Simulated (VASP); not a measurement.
# Ge: single point with PBE

Ge:

```
Ge
1.0
     2.71095    0.00000    0.00000
     0.00000    2.71095    0.00000
     0.00000    0.00000    2.71086
Ge
1
Direct
  0.50000 0.50000 0.50000
```

| Item | Value |
| --- | --- |
| Program | VASP 6.6.1 |
| Task | single point |
| Functional | PBE |
| Potentials or basis | VASP PAW PBE potentials, release 64 (Ge_d) |
| Cutoff | 520 eV |
| k mesh | 20 × 20 × 20 |
| Occupations | gaussian, width 0.1 eV |
| Spin | no spin polarisation |

The pressure is 0.0 GPa and the band gap on the k mesh is zero (band 7 reaches 12.50 eV, above the bottom of band 8 at 3.39 eV).

Levels at points of the mesh, in eV from the Fermi level:
```
           k point  band 3  band 4  band 5  band 6  band 7  band 8  band 9  band 10  band 11  band 12
(0.00, 0.00, 0.00)  -24.41  -24.41  -24.41  -12.71    6.60    6.60    6.60    10.04    10.04    12.44
(0.50, 0.00, 0.00)  -24.47  -24.46  -24.41   -9.00   -5.55    9.45    9.45    13.24    15.20    16.31
(0.50, 0.50, 0.00)  -24.47  -24.47  -24.34   -5.07   -2.50   -2.50    3.21    12.23    19.35    19.35
(0.00, 0.00, 0.50)  -24.47  -24.46  -24.41   -9.00   -5.55    9.45    9.45    13.24    15.20    16.31
(0.50, 0.00, 0.50)  -24.47  -24.47  -24.34   -5.07   -2.50   -2.50    3.21    12.23    19.35    19.35
(0.50, 0.50, 0.50)  -24.55  -24.33  -24.33   -0.54    0.35    0.35    0.35     6.91     6.91     6.91
```

Run time: 40 s on 1 thread of AMD EPYC 9R45 (Zen 5), on a shared host, peak memory 0.24 GiB.
